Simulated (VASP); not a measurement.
A run of VASP 6.6.1:

File POSCAR:

```
SiC
1.0
    3.0316863489      0.0000000000      0.0000000000
   -1.5158431745      2.6255173945      0.0000000000
    0.0000000000      0.0000000000      5.0612174547
Si C
2 2
Direct
    0.3333333333      0.6666666667      0.5004940549
    0.6666666667      0.3333333333      1.0004940549
    0.3333333333      0.6666666667      0.8745059451
    0.6666666667      0.3333333333      0.3745059451
```

File INCAR.step1:

```
PREC = Accurate
ENCUT = 520
EDIFF = 1E-5
ISMEAR = 0
SIGMA = 0.01
LREAL = False
LASPH = True
NELM = 60
ALGO = Normal
ISIF = 2
LWAVE = True
LCHARG = False
NBANDS = 16
GGA = PE
```

INCAR.step2

```
PREC = Accurate
ENCUT = 520
EDIFF = 1E-6
ISMEAR = 0
SIGMA = 0.01
LREAL = False
LASPH = True
NELM = 60
ALGO = Normal
ISIF = 2
LWAVE = False
LCHARG = False
GGA = PE
LHFCALC = True
HFSCREEN = 0.2079
PRECFOCK = Normal
NBANDS = 16
ISTART = 1
```

File KPOINTS:

```
regular mesh
0
Gamma
  6 6 4
```

Potentials or basis: VASP PAW PBE potentials, release 64 (Si, C).

Command:

```bash
$ cat potpaw_PBE.64/Si/POTCAR potpaw_PBE.64/C/POTCAR > POTCAR
$ cp INCAR.step1 INCAR
$ mpirun -np 1 vasp_std > vasp.out
$ cp INCAR.step2 INCAR
$ mpirun -np 1 vasp_std > vasp.out
```

Hardware: 1 thread of Intel(R) Xeon(R) 6975P-C (Granite Rapids), on a shared host.

Estimate the wall time of this run.

Run time: 21 min on 1 thread of Intel(R) Xeon(R) 6975P-C (Granite Rapids), with other jobs on the host, peak memory 0.26 GiB. Counts: k points 21.
